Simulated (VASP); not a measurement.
# WSe2 (P6_3/mmc) in VASP: a series of runs

Runs on WSe2. Level: PBEsol+U. Tasks: single point.

All numbers are computed with VASP 6.6.1; they aren't measurements. Logs are shortened: lines on timing, memory, paths and dates and some standing lists are left out, and cuts for length are marked.

## (1) The cell of the first run

It takes space group P6_3/mmc (No. 194, hexagonal). Conventional cell: a = 3.290 Å, b = 3.290 Å, c = 12.970 Å, α = 90.00°, β = 90.00°, γ = 120.00°. W (site symmetry -6m2) has 6 Se at 2.53 Å and 6 W at 3.29 Å within 3.3 Å. Se (site symmetry 3m) has 3 W at 2.53 Å and 7 Se at 3.29 to 3.35 Å within 3.4 Å.

## (2) Single point, PBEsol+U, collinear spin

Contents of INCAR:

```
PREC = Accurate
ENCUT = 520
EDIFF = 1E-6
ISMEAR = -1
SIGMA = 0.1
LREAL = F
LASPH = T
NELM = 150
ALGO = Normal
ISIF = 2
LWAVE = F
LCHARG = T
ISPIN = 2
MAGMOM = 1 1 0 0 0 0
LORBIT = 11
NUPDOWN = 2.0
LMAXMIX = 4
LDAU = T
LDAUTYPE = 2
LDAUL = 2 -1
LDAUU = 6.2 0
LDAUJ = 0 0
LDAUPRINT = 1
GGA = PS
LELF = T
LVHAR = T
NBANDS = 39
```

Contents of KPOINTS:

```
regular mesh
0
Gamma
  8 8 2
```

Contents of POSCAR:

```
WSe2
1.0
    3.2899984500      0.0000000000      0.0000000000
   -1.6449992300      2.8492222400      0.0000000000
    0.0000000000      0.0000000000     12.9700000000
W Se
2 4
Direct
    0.3333333300      0.6666666700      0.2500000000
    0.6666666700      0.3333333300      0.7500000000
    0.3333333300      0.6666666700      0.6210000000
    0.6666666700      0.3333333300      0.1210000000
    0.3333333300      0.6666666700      0.8790000000
    0.6666666700      0.3333333300      0.3790000000
```

Potentials or basis: VASP PAW PBE potentials, release 64 (W_sv, Se).

Launch:

```sh
$ cat potpaw_PBE.64/W_sv/POTCAR potpaw_PBE.64/Se/POTCAR > POTCAR
$ mpirun -np 1 vasp_std > vasp.out
```

OUTCAR:

```text
PREC = Accurate
   ENCUT = 520
   EDIFF = 1E-6
   ISMEAR = -1
   LREAL = F
   LASPH = T
   NELM = 150
   ISIF = 2
   ISPIN = 2
   LORBIT = 11
   NUPDOWN = 2.0
   GGA = PS

 ion  position               nearest neighbor table
   1  0.333  0.667  0.250-   4 2.53   6 2.53   4 2.53   6 2.53   4 2.53   6 2.53
   2  0.667  0.333  0.750-   3 2.53   5 2.53   3 2.53   5 2.53   3 2.53   5 2.53
   3  0.333  0.667  0.621-   2 2.53   2 2.53   2 2.53
   4  0.667  0.333  0.121-   1 2.53   1 2.53   1 2.53
   5  0.333  0.667  0.879-   2 2.53   2 2.53   2 2.53
   6  0.667  0.333  0.379-   1 2.53   1 2.53   1 2.53

  LATTYP: Found a hexagonal cell.
 ALAT       =     3.2899984500
 C/A-ratio  =     3.9422510974

  Lattice vectors:

 A1 = (   3.2899984500,   0.0000000000,   0.0000000000)
 A2 = (  -1.6449992300,   2.8492222400,   0.0000000000)
 A3 = (   0.0000000000,   0.0000000000,  12.9700000000)

Analysis of symmetry for initial positions (statically):
=====================================================================
 Subroutine PRICEL returns:
 Original cell was already a primitive cell.

 Routine SETGRP: Setting up the symmetry group for a
 hexagonal supercell.

 Subroutine GETGRP returns: Found 24 space group operations
 (whereof 12 operations were pure point group operations)
 out of a pool of 24 trial point group operations.

The static configuration has the point symmetry D_3d.
 The point group associated with its full space group is D_6h.

Analysis of symmetry for dynamics (positions and initial velocities):
=====================================================================
 Subroutine PRICEL returns:
 Original cell was already a primitive cell.

 Routine SETGRP: Setting up the symmetry group for a
 hexagonal supercell.

 Subroutine GETGRP returns: Found 24 space group operations
 (whereof 12 operations were pure point group operations)
 out of a pool of 24 trial point group operations.

The dynamic configuration has the point symmetry D_3d.
 The point group associated with its full space group is D_6h.

Analysis of structural, dynamic, and magnetic symmetry:
=====================================================================
 Subroutine PRICEL returns:
 Original cell was already a primitive cell.

 Routine SETGRP: Setting up the symmetry group for a
 hexagonal supercell.

 Subroutine GETGRP returns: Found 24 space group operations
 (whereof 12 operations were pure point group operations)
 out of a pool of 24 trial point group operations.

The overall configuration has the point symmetry D_3d.
 The point group associated with its full space group is D_6h.

 Subroutine INISYM returns: Found 24 space group operations
 (whereof 12 operations are pure point group operations),
 and found     1 'primitive' translations

----------------------------------------------------------------------------------------

                                     Primitive cell

  volume of cell :     121.5800

  direct lattice vectors                    reciprocal lattice vectors
     3.289998450  0.000000000  0.000000000     0.303951511  0.175486487  0.000000000
    -1.644999230  2.849222240  0.000000000     0.000000000  0.350972973  0.000000000
     0.000000000  0.000000000 12.970000000     0.000000000  0.000000000  0.077101002

  length of vectors
     3.289998450  3.289998456 12.970000000     0.350972974  0.350972973  0.077101002

  position of ions in fractional coordinates (direct lattice)
     0.333333330  0.666666670  0.250000000
     0.666666670  0.333333330  0.750000000
     0.333333330  0.666666670  0.621000000
     0.666666670  0.333333330  0.121000000
     0.333333330  0.666666670  0.879000000
     0.666666670  0.333333330  0.379000000

  ion indices of the primitive-cell ions
   primitive index   ion index
                 1           1
                 2           2
                 3           3
                 4           4
                 5           5
                 6           6

[... 103 lines left out ...]
  volume of cell :      121.58
 maximum number of plane-waves:      3306
   NGX = 13   NGY = 13   NGZ = 49

atom =   1  type =  1  l = 2

 onsite density matrix

spin component  1

  0.3843 -0.0000  0.0000 -0.0000 -0.0000
 -0.0000  0.3320 -0.0000 -0.0000 -0.0000
  0.0000 -0.0000  0.6644  0.0000  0.0000
 -0.0000 -0.0000  0.0000  0.3320 -0.0000
 -0.0000 -0.0000  0.0000 -0.0000  0.3843

spin component  2

  0.2281  0.0000  0.0000  0.0000 -0.0000
  0.0000  0.2910  0.0000 -0.0000  0.0000
  0.0000  0.0000  0.1540 -0.0000  0.0000
  0.0000 -0.0000 -0.0000  0.2910  0.0000
 -0.0000  0.0000  0.0000  0.0000  0.2281

 occupancies and eigenvectors

  o =  0.1540  v =  0.0000  0.0000  0.0000  0.0000  0.0000  0.0000 -0.0000 -1.0000 -0.0000  0.0000      0.0000  0.0000  0.0000  0.0000  0.0000  0.0000  0.0000  0.0000  0.0000  0.0000
  o =  0.2281  v =  0.0000  0.0000  0.0000  0.0000  0.0000  0.9987  0.0000  0.0000 -0.0000  0.0515      0.0000  0.0000  0.0000  0.0000  0.0000  0.0000  0.0000  0.0000  0.0000  0.0000
  o =  0.2281  v =  0.0000  0.0000  0.0000  0.0000  0.0000 -0.0515  0.0000  0.0000  0.0000  0.9987      0.0000  0.0000  0.0000  0.0000  0.0000  0.0000  0.0000  0.0000  0.0000  0.0000
  o =  0.2910  v =  0.0000  0.0000  0.0000  0.0000  0.0000  0.0000  0.4394 -0.0000  0.8983 -0.0000      0.0000  0.0000  0.0000  0.0000  0.0000  0.0000  0.0000  0.0000  0.0000  0.0000
  o =  0.2910  v =  0.0000  0.0000  0.0000  0.0000  0.0000 -0.0000  0.8983 -0.0000 -0.4394 -0.0000      0.0000  0.0000  0.0000  0.0000  0.0000  0.0000  0.0000  0.0000  0.0000  0.0000
  o =  0.3320  v = -0.0000 -0.4394  0.0000 -0.8983  0.0000  0.0000  0.0000  0.0000  0.0000  0.0000      0.0000  0.0000  0.0000  0.0000  0.0000  0.0000  0.0000  0.0000  0.0000  0.0000
  o =  0.3320  v =  0.0000 -0.8983  0.0000  0.4394  0.0000  0.0000  0.0000  0.0000  0.0000  0.0000      0.0000  0.0000  0.0000  0.0000  0.0000  0.0000  0.0000  0.0000  0.0000  0.0000
  o =  0.3843  v =  0.9978  0.0000 -0.0000 -0.0000  0.0661  0.0000  0.0000  0.0000  0.0000  0.0000      0.0000  0.0000  0.0000  0.0000  0.0000  0.0000  0.0000  0.0000  0.0000  0.0000
  o =  0.3843  v =  0.0661 -0.0000  0.0000 -0.0000 -0.9978  0.0000  0.0000  0.0000  0.0000  0.0000      0.0000  0.0000  0.0000  0.0000  0.0000  0.0000  0.0000  0.0000  0.0000  0.0000
  o =  0.6644  v = -0.0000 -0.0000 -1.0000 -0.0000 -0.0000  0.0000  0.0000  0.0000  0.0000  0.0000      0.0000  0.0000  0.0000  0.0000  0.0000  0.0000  0.0000  0.0000  0.0000  0.0000

atom =   2  type =  1  l = 2

 onsite density matrix

spin component  1

  0.3843  0.0000  0.0000 -0.0000 -0.0000
  0.0000  0.3320 -0.0000 -0.0000 -0.0000
  0.0000 -0.0000  0.6644  0.0000  0.0000
 -0.0000 -0.0000  0.0000  0.3320  0.0000
 -0.0000 -0.0000  0.0000  0.0000  0.3843

spin component  2

  0.2281 -0.0000  0.0000  0.0000 -0.0000
 -0.0000  0.2910  0.0000 -0.0000 -0.0000
  0.0000  0.0000  0.1540 -0.0000  0.0000
  0.0000 -0.0000 -0.0000  0.2910 -0.0000
 -0.0000 -0.0000  0.0000 -0.0000  0.2281

 occupancies and eigenvectors

  o =  0.1540  v =  0.0000  0.0000  0.0000  0.0000  0.0000  0.0000  0.0000 -1.0000 -0.0000  0.0000      0.0000  0.0000  0.0000  0.0000  0.0000  0.0000  0.0000  0.0000  0.0000  0.0000
  o =  0.2281  v =  0.0000  0.0000  0.0000  0.0000  0.0000 -0.3957 -0.0000 -0.0000  0.0000 -0.9184      0.0000  0.0000  0.0000  0.0000  0.0000  0.0000  0.0000  0.0000  0.0000  0.0000
  o =  0.2281  v =  0.0000  0.0000  0.0000  0.0000  0.0000  0.9184 -0.0000  0.0000  0.0000 -0.3957      0.0000  0.0000  0.0000  0.0000  0.0000  0.0000  0.0000  0.0000  0.0000  0.0000
  o =  0.2910  v =  0.0000  0.0000  0.0000  0.0000  0.0000  0.0000  0.4394  0.0000  0.8983 -0.0000      0.0000  0.0000  0.0000  0.0000  0.0000  0.0000  0.0000  0.0000  0.0000  0.0000
  o =  0.2910  v =  0.0000  0.0000  0.0000  0.0000  0.0000  0.0000 -0.8983 -0.0000  0.4394  0.0000      0.0000  0.0000  0.0000  0.0000  0.0000  0.0000  0.0000  0.0000  0.0000  0.0000
  o =  0.3320  v =  0.0000  0.4394 -0.0000  0.8983  0.0000  0.0000  0.0000  0.0000  0.0000  0.0000      0.0000  0.0000  0.0000  0.0000  0.0000  0.0000  0.0000  0.0000  0.0000  0.0000
  o =  0.3320  v = -0.0000  0.8983 -0.0000 -0.4394  0.0000  0.0000  0.0000  0.0000  0.0000  0.0000      0.0000  0.0000  0.0000  0.0000  0.0000  0.0000  0.0000  0.0000  0.0000  0.0000
  o =  0.3843  v = -0.9606  0.0000  0.0000 -0.0000 -0.2780  0.0000  0.0000  0.0000  0.0000  0.0000      0.0000  0.0000  0.0000  0.0000  0.0000  0.0000  0.0000  0.0000  0.0000  0.0000
  o =  0.3843  v =  0.2780  0.0000  0.0000 -0.0000 -0.9606  0.0000  0.0000  0.0000  0.0000  0.0000      0.0000  0.0000  0.0000  0.0000  0.0000  0.0000  0.0000  0.0000  0.0000  0.0000
  o =  0.6644  v = -0.0000 -0.0000 -1.0000 -0.0000 -0.0000  0.0000  0.0000  0.0000  0.0000  0.0000      0.0000  0.0000  0.0000  0.0000  0.0000  0.0000  0.0000  0.0000  0.0000  0.0000

 number of electron      51.9999991 magnetization       2.0000000

 Free energy of the ion-electron system (eV)
  ---------------------------------------------------
  ext. energy  EPLUGINS =         0.00000000
  ---------------------------------------------------
  free energy    TOTEN  =       -31.36898884 eV

  energy without entropy =      -31.24138668  energy(sigma->0) =      -31.30518776

 E-fermi :   6.0430     XC(G=0): -10.9182

 val. band max:        7.2611395917   @ k =   0.2500   0.1250   0.5000
 cond. band min:       6.0870540306   @ k =   0.2500   0.2500   0.0000
 fundamental gap:     -1.1740855611
 Fermi energy:         7.3150043697

 spin component 1

 k-point     1 :       0.0000    0.0000    0.0000
  band No.  band energies     occupation
      1     -68.9653      1.00000
      2     -68.9653      1.00000
      3     -33.1887      1.00000
      4     -33.1887      1.00000
      5     -33.1643      1.00000
      6     -33.1643      1.00000
[... 809 lines left out ...]
     37      12.7547      0.00000
     38      12.7547      0.00000
 Fermi energy:         6.0430262661

 spin component 2

 k-point     1 :       0.0000    0.0000    0.0000
  band No.  band energies     occupation
      1     -68.5442      1.00000
      2     -68.5442      1.00000
      3     -32.6443      1.00000
      4     -32.6443      1.00000
      5     -32.6443      1.00000
      6     -32.6443      1.00000
[... 809 lines left out ...]
     37      13.1938      0.00000
     38      13.1938      0.00000
 [bands above 38 left out]

------------------------ aborting loop because EDIFF is reached ----------------------------------------

  FORCE on cell =-STRESS in cart. coord.  units (eV):
  Direction    XX          YY          ZZ          XY          YZ          ZX
  --------------------------------------------------------------------------------------
  -------------------------------------------------------------------------------------
  Total        7.2492340      7.2492340      5.2590382     -0.0000000     -0.0000000      0.0000000
  in kB       95.5302036     95.5302039     69.3034599     -0.0000002     -0.0000000      0.0000000
  external PRESSURE =      86.7879558 kB  Pullay stress =       0.0000000 kB

 VOLUME and BASIS-vectors are now :
 -----------------------------------------------------------------------------
  energy-cutoff  :      520.00
  volume of cell :      121.58
      direct lattice vectors                 reciprocal lattice vectors
     3.289998450  0.000000000  0.000000000     0.303951511  0.175486487  0.000000000
    -1.644999230  2.849222240  0.000000000     0.000000000  0.350972973  0.000000000
     0.000000000  0.000000000 12.970000000     0.000000000  0.000000000  0.077101002

 POSITION                                       TOTAL-FORCE (eV/Angst)
 -----------------------------------------------------------------------------------
     -0.00000      1.89948      3.24250        -0.000000     -0.000000      0.000000
      1.64500      0.94974      9.72750         0.000000      0.000000      0.000000
     -0.00000      1.89948      8.05437        -0.000000      0.000000     -0.737841
      1.64500      0.94974      1.56937         0.000000     -0.000000     -0.737841
     -0.00000      1.89948     11.40063        -0.000000      0.000000      0.737841
      1.64500      0.94974      4.91563         0.000000     -0.000000      0.737841
 -----------------------------------------------------------------------------------
    total drift:                               -0.000009      0.000005     -0.000000

  FREE ENERGIE OF THE ION-ELECTRON SYSTEM (eV)
  ---------------------------------------------------
  free  energy   TOTEN  =       -31.3689888405 eV

  energy  without entropy=      -31.2413866781  energy(sigma->0) =      -31.30518776

 total charge

# of ion       s       p       d       tot
------------------------------------------
    1        2.339   6.300   3.240  11.880
    2        2.339   6.300   3.240  11.880
    3        1.478   2.369   0.072   3.919
    4        1.478   2.369   0.072   3.919
    5        1.478   2.369   0.072   3.919
    6        1.478   2.369   0.072   3.919
--------------------------------------------------
tot         10.589  22.078   6.767  39.434

 magnetization (x)

# of ion       s       p       d       tot
------------------------------------------
    1        0.020   0.006   0.896   0.921
    2        0.020   0.006   0.896   0.921
    3        0.002  -0.035   0.004  -0.030
    4        0.002  -0.035   0.004  -0.030
    5        0.002  -0.035   0.004  -0.030
    6        0.002  -0.035   0.004  -0.030
--------------------------------------------------
tot          0.045  -0.131   1.808   1.723
```

Wall time 3.6 min (1 thread of Intel Xeon Platinum 8259CL at 2.50GHz (Skylake/Cascade Lake), shared host); peak memory 0.35 GiB.

Results:

| Quantity | Value |
| --- | --- |
| Free energy | -31.3690 eV |
| Pressure | 8.7 GPa |
| Largest force | 0.738 eV/Å |
| Net moment | 2.00 μB per cell |
| Site moments | W +0.92; Se -0.03 μB |
| Valence electrons inside the program's atomic spheres | W 11.88; Se 3.92 |

Forces on the atoms (eV/Å):
```
W    0.000  0.000  0.000
W    0.000  0.000  0.000
Se   0.000  0.000 -0.738
Se   0.000  0.000 -0.738
Se   0.000  0.000  0.738
Se   0.000  0.000  0.738
```

Stress tensor (GPa, compression positive):
```
9.55 0.00 0.00
0.00 9.55 0.00
0.00 0.00 6.93
```

Eigenvalues of the final occupation matrices:
| site | spin | trace | eigenvalues |
| --- | --- | --- | --- |
| site 1 d | 1 | 2.10 | 0.33 0.33 0.38 0.38 0.66 |
| site 1 d | 2 | 1.19 | 0.15 0.23 0.23 0.29 0.29 |
| site 2 d | 1 | 2.10 | 0.33 0.33 0.38 0.38 0.66 |
| site 2 d | 2 | 1.19 | 0.15 0.23 0.23 0.29 0.29 |

Caveat: the cell stands under pressure; the PAW data sets were made with another functional, which shifts forces and pressure a little; spin-orbit coupling is left out, which moves the levels of the heavy elements; this functional lacks dispersion, which binds the layers, so the pressure and a relaxed spacing across them are unreliable; the total moment is fixed, so each spin has its own Fermi level.

## (3) Single point, PBEsol+U, collinear spin

Contents of INCAR:

```
PREC     = Accurate       # precision mode
ENCUT    = 520            # plane-wave cutoff, eV
EDIFF    = 1E-6           # SCF threshold, eV
ISMEAR   = -1             # smearing method
SIGMA    = 0.1            # smearing width, eV
LREAL    = False          # projectors in reciprocal space
LASPH    = True           # aspherical terms in the spheres
NELM     = 150            # most SCF steps
ALGO     = Normal         # electronic algorithm
ISIF     = 2              # what is computed and relaxed
LWAVE    = False          # write WAVECAR
LCHARG   = True           # write CHGCAR
ISPIN    = 2              # spin polarisation
MAGMOM   = 0.1 0.1 0 0 0 0 # initial moments
LORBIT   = 11             # projections on sites
LMAXMIX  = 4              # l up to which the mixer works
LDAU     = True           # DFT+U
LDAUTYPE = 2            
LDAUL    = 2 -1           # shell
LDAUU    = 6.2 0          # U, eV
LDAUJ    = 0 0          
LDAUPRINT= 1            
GGA      = PS             # functional
LELF     = True           # ELF
LVHAR    = True         
NBANDS   = 39             # bands
```

Contents of KPOINTS:

```
Automatic mesh
0
Gamma
  8 8 2
```

POSCAR is that of step 2.

Potentials or basis: VASP PAW PBE potentials, release 64 (W_sv, Se).

Launch:

```sh
$ cat potpaw_PBE.64/W_sv/POTCAR potpaw_PBE.64/Se/POTCAR > POTCAR
$ mpirun -np 1 vasp_std > vasp.out
```

Wall time 3.8 min (1 thread of Intel Xeon Platinum 8259CL at 2.50GHz (Skylake/Cascade Lake), shared host); peak memory 0.34 GiB.

It converged, with:

```
Free energy                                           : -32.7303 eV
Pressure                                              : 3.5 GPa
Largest force                                         : 0.480 eV/Å
Band gap on the k mesh                                : 1.09 eV (least direct gap 1.82 eV)
Net moment                                            : 0.00 μB per cell
Valence electrons inside the program's atomic spheres : W 11.84; Se 3.92
```

Forces in eV/Å, atoms in the order of the input:
```
W    0.000  0.000  0.000
W    0.000  0.000  0.000
Se   0.000  0.000 -0.480
Se   0.000  0.000 -0.480
Se   0.000  0.000  0.480
Se   0.000  0.000  0.480
```

Stress tensor (GPa, compression positive):
```
2.85 0.00 0.00
0.00 2.85 0.00
0.00 0.00 4.94
```

Levels at points of the mesh, in eV from the valence-band top:
Spin up:
```
           k point  band 22  band 23  band 24  band 25  band 26  band 27  band 28  band 29  band 30  band 31
(0.00, 0.00, 0.00)    -1.41    -1.41    -1.18    -1.13     0.00     2.67     2.67     2.71     2.71     2.74
(0.50, 0.00, 0.00)    -2.46    -1.59    -1.48    -1.39    -1.23     2.30     2.33     2.33     2.67     2.96
(0.00, 0.00, 0.50)    -1.44    -1.44    -1.44    -0.23    -0.23     2.67     2.67     2.67     2.67     2.86
(0.50, 0.00, 0.50)    -2.57    -1.47    -1.47    -1.36    -1.36     2.31     2.31     2.54     2.54     3.31
```
Spin down:
| k point | band 22 | band 23 | band 24 | band 25 | band 26 | band 27 | band 28 | band 29 | band 30 | band 31 |
| --- | --- | --- | --- | --- | --- | --- | --- | --- | --- | --- |
| (0.00, 0.00, 0.00) | -1.41 | -1.41 | -1.18 | -1.13 | 0.00 | 2.67 | 2.67 | 2.71 | 2.71 | 2.74 |
| (0.50, 0.00, 0.00) | -2.46 | -1.59 | -1.48 | -1.39 | -1.23 | 2.30 | 2.33 | 2.33 | 2.67 | 2.96 |
| (0.00, 0.00, 0.50) | -1.44 | -1.44 | -1.44 | -0.23 | -0.23 | 2.67 | 2.67 | 2.67 | 2.67 | 2.86 |
| (0.50, 0.00, 0.50) | -2.57 | -1.47 | -1.47 | -1.36 | -1.36 | 2.31 | 2.31 | 2.54 | 2.54 | 3.31 |

Eigenvalues of the final occupation matrices:
```csv
site,spin,trace,eigenvalues
site 1 d,1,1.63,0.32 0.32 0.32 0.32 0.35
site 1 d,2,1.63,0.32 0.32 0.32 0.32 0.35
site 2 d,1,1.63,0.32 0.32 0.32 0.32 0.35
site 2 d,2,1.63,0.32 0.32 0.32 0.32 0.35
```

Caveat: the cell stands under pressure; the PAW data sets were made with another functional, which shifts forces and pressure a little; spin-orbit coupling is left out, which moves the levels of the heavy elements; this functional lacks dispersion, which binds the layers, so the pressure and a relaxed spacing across them are unreliable. A k mesh can miss the band edges.
